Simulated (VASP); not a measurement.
Runs of VASP 6.6.1 on Al. It takes space group P6_3/mmc (No. 194, hexagonal). Conventional cell: a = 2.812 Å, b = 2.812 Å, c = 4.867 Å, α = 90.00°, β = 90.00°, γ = 120.00°. Within 3.7 Å of Al (site symmetry -6m2) lie 12 Al at 2.81 to 2.93 Å. 

```tsv
k mesh	gap on the mesh (eV)	pressure (GPa)
9 × 9 × 5	none	-3.0
4 × 4 × 2	none	-5.0
11 × 11 × 6	none	(a)
6 × 6 × 3	none	-1.3
7 × 7 × 4	none	-3.0
```

Alike in all rows: task single point; level r2SCAN; potentials or basis VASP PAW PBE potentials, release 64 (Al); no spin polarisation; cell as given; cutoff (eV) 550; smearing fermi-dirac 0.05 eV.

Question: Estimate the missing entries.

Answer: (a) -3.1.

Caveats: some runs use coarse meshes; the PAW data sets were made with another functional, which shifts forces and pressure a little.

A gap of «none» marks levels without a gap at the run's occupations.
